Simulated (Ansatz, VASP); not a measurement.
# Two plane-wave programs on In4TeS

INCAR

```
PREC     = Accurate       # precision mode
ENCUT    = 600            # plane-wave cutoff, eV
EDIFF    = 1E-7           # SCF threshold, eV
ISMEAR   = 0              # smearing method
SIGMA    = 0.1            # smearing width, eV
LREAL    = F              # projectors in reciprocal space
LASPH    = T              # aspherical terms in the spheres
NELM     = 80             # most SCF steps
ALGO     = Normal         # electronic algorithm
ISIF     = 3              # what is computed and relaxed
LWAVE    = F              # write WAVECAR
LCHARG   = F              # write CHGCAR
GGA      = PE             # functional
IBRION   = 2              # ionic algorithm
NSW      = 90             # ionic steps
EDIFFG   = -0.04          # ionic threshold
```

File KPOINTS:

```
Automatic mesh
0
Gamma
  4 4 4
```

File POSCAR:

```
In4TeS
1.0
    4.8616618300      0.0000000000      0.0000000000
    0.0000000000      4.8616618300      0.0000000000
    0.0000000000      0.0000000000      6.7737650700
In Te S
4 1 1
Direct
    0.0000000000      0.5000000000      0.1828411200
    0.5000000000      0.0000000000      0.8171588800
    0.0000000000      0.5000000000      0.8171588800
    0.5000000000      0.0000000000      0.1828411200
    0.0000000000      0.0000000000      0.0000000000
    0.0000000000      0.0000000000      0.5000000000
```

Input for Ansatz:

```yaml
crystal:
  lattice:
    - [4.86166183, 0.0, 0.0]
    - [0.0, 4.86166183, 0.0]
    - [0.0, 0.0, 6.77376507]
  atoms:
    - { symbol: In, position: [0.0, 0.5, 0.18284112] }
    - { symbol: In, position: [0.5, 0.0, 0.81715888] }
    - { symbol: In, position: [0.0, 0.5, 0.81715888] }
    - { symbol: In, position: [0.5, 0.0, 0.18284112] }
    - { symbol: Te, position: [0.0, 0.0, 0.0] }
    - { symbol: S, position: [0.0, 0.0, 0.5] }
basis:
  ecutwfc: 420
kpoints:
  mp_grid: { grid: [4, 4, 4] }
hamiltonian:
  xc: pbe
scf:
  occupations: { method: gaussian, width: 0.1 }
  lower_state_search: "off"
output:
  forces: true
  stress: true
  eigenvalues: true
relax:
  adjacent_minimum: "off"
  f_tol: 0.04
  max_steps: 70
  cell: { stress_tol: 0.4 }
```

Alike in both runs: task relaxation of cell and atoms; functional PBE; k mesh 4 × 4 × 4; occupations gaussian, width 0.1 eV; no spin polarisation.

|  | VASP | Ansatz |
| --- | --- | --- |
| version | VASP 6.6.1 | Ansatz 0.2.0 |
| potentials or method | VASP PAW PBE potentials, release 64 (In_d, Te, S), cutoff 600 eV | scalar-relativistic, plane waves, PAW |
| valence electrons in the cell | 64 | 74 |

```csv
,VASP,Ansatz,Ansatz less VASP
"gap on the k mesh at the Fermi level, each at its own relaxed structure (eV)",none,none,-
relaxed volume (Å³/atom),31.53,31.63,+0.102
relaxed cell length with the largest relative difference (Å),8.555,8.523,-0.0319
```

A gap of «none» marks a metal or a gap that the smearing closes. VASP's potentials hold 64 valence electrons a cell and Ansatz's 74, so a difference there can come from the potentials and not from the codes.

Spin-orbit coupling is off throughout. Noted on VASP's run: the volume moved by over 15 % at a fixed basis, so the end points are rough.
